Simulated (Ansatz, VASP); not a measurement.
## One calculation of HgTe, two programs

```
CELL_PARAMETERS angstrom
0.00000 3.21450 3.21450
3.21450 0.00000 3.21450
3.21450 3.21450 0.00000
ATOMIC_POSITIONS crystal
Hg 0.00000 0.00000 0.00000
Te 0.25000 0.25000 0.25000
```

Alike in both runs: task single point; functional PBE; k mesh 10 × 10 × 10; occupations gaussian, width 0.1 eV; no spin polarisation.

```csv
,VASP,Ansatz
version,VASP 6.6.1,Ansatz 0.2.0
potentials or method,"VASP PAW PBE potentials, release 64 (Hg, Te), cutoff 500 eV","scalar-relativistic, plane waves, PAW"
valence electrons in the cell,18,36
```

|  | VASP | Ansatz | Ansatz less VASP |
| --- | --- | --- | --- |
| gap on the k mesh at the Fermi level (eV) | none | none | - |
| pressure (GPa) | 4.6 | 4.5 | -0.08 |

A gap of «none» marks a metal or a gap that the smearing closes. The functional is the same, so the differences come from potentials, cutoffs and numerics. VASP's potentials hold 18 valence electrons a cell and Ansatz's 36, so a difference there can come from the potentials and not from the codes.

Spin-orbit coupling is off throughout.
